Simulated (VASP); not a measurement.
Wanted: the native input for a VASP 6.6.1 run.

| Item | Value |
| --- | --- |
| Task | single point |
| Functional | PBEsol |
| Potentials or basis | VASP PAW PBE potentials, release 64 (Ni, Ge_d) |
| Cutoff | 520 eV |
| k mesh | 12 × 12 × 12 |
| Occupations | gaussian, width 0.1 eV |
| Spin | no spin polarisation |
| Dipole correction | no |
| Further INCAR settings | ALGO = Normal; EDIFF = 1e-06; NBANDS = 30 |

The structure of Ni3Ge lies in POSCAR:

```
Ni3Ge
1.0
    3.5249142754      0.0000000000      0.0000000000
    0.0000000000      3.5249142754      0.0000000000
    0.0000000000      0.0000000000      3.5249142754
Ni Ge
3 1
Direct
    0.5000000000      0.0000000000      0.5000000000
    0.0000000000      0.5000000000      0.5000000000
    0.5000000000      0.5000000000      0.0000000000
    0.0000000000      0.0000000000      0.0000000000
```

One way to write it, as run:

INCAR

```
SYSTEM = Ni3Ge
PREC = Accurate
ENCUT = 520
EDIFF = 1E-6
ISMEAR = 0
SIGMA = 0.1
LREAL = .FALSE.
LASPH = .TRUE.
NELM = 80
ALGO = Normal
ISIF = 2
LWAVE = .FALSE.
LCHARG = .FALSE.
GGA = PS
NBANDS = 30
```

KPOINTS

```
regular mesh
0
G
  12 12 12
  0 0 0
```

Potentials or basis: VASP PAW PBE potentials, release 64 (Ni, Ge_d).

Run with:

```sh
$ cat potpaw_PBE.64/Ni/POTCAR potpaw_PBE.64/Ge_d/POTCAR > POTCAR
$ mpirun -np 1 vasp_std > vasp.out
```

It gave:

```
Pressure               : 0.4 GPa
Band gap on the k mesh : zero (bands 22 and 23 overlap by 0.23 eV)
```

Caveat: the PAW data sets were made with another functional, which shifts forces and pressure a little.

Run time: 2.9 min on 1 thread of Intel Xeon 8259CL (shared host), peak memory 0.23 GiB.
